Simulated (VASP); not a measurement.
A run of VASP 6.6.1:

Contents of INCAR:

```
SYSTEM = TiO2
PREC = Accurate
ENCUT = 520
EDIFF = 1E-6
ISMEAR = 0
SIGMA = 0.01
LREAL = .False.
LASPH = .True.
NELM = 100
ALGO = Normal
ISIF = 2
LWAVE = .False.
LCHARG = .False.
GGA = PE
NBANDS = 33
```

File KPOINTS:

```
Automatic mesh
0
Gamma
  4 4 6
  0 0 0
```

POSCAR

```
TiO2
1.0
    4.5301356351      0.0000000000      0.0000000000
    0.0000000000      4.5301356351      0.0000000000
    0.0000000000      0.0000000000      2.9174302354
Ti O
2 4
Direct
    0.0000000000      0.0000000000      0.0000000000
    0.5000000000      0.5000000000      0.5000000000
    0.3049600000      0.3049600000      0.0000000000
    0.1950400000      0.8049600000      0.5000000000
    0.6950400000      0.6950400000      0.0000000000
    0.8049600000      0.1950400000      0.5000000000
```

Potentials or basis: VASP PAW PBE potentials, release 64 (Ti_sv, O).

Run with:

```bash
$ cat potpaw_PBE.64/Ti_sv/POTCAR potpaw_PBE.64/O/POTCAR > POTCAR
$ mpirun -np 1 vasp_std > vasp.out
```

Hardware: 1 thread of Intel Xeon 8259CL (shared host).

Task: How long does it take, and how much memory?

Result: Run time: 62 s on 1 thread of Intel Xeon 8259CL (shared host), peak memory 0.19 GiB. Counts: scf iterations 15, k points 24.
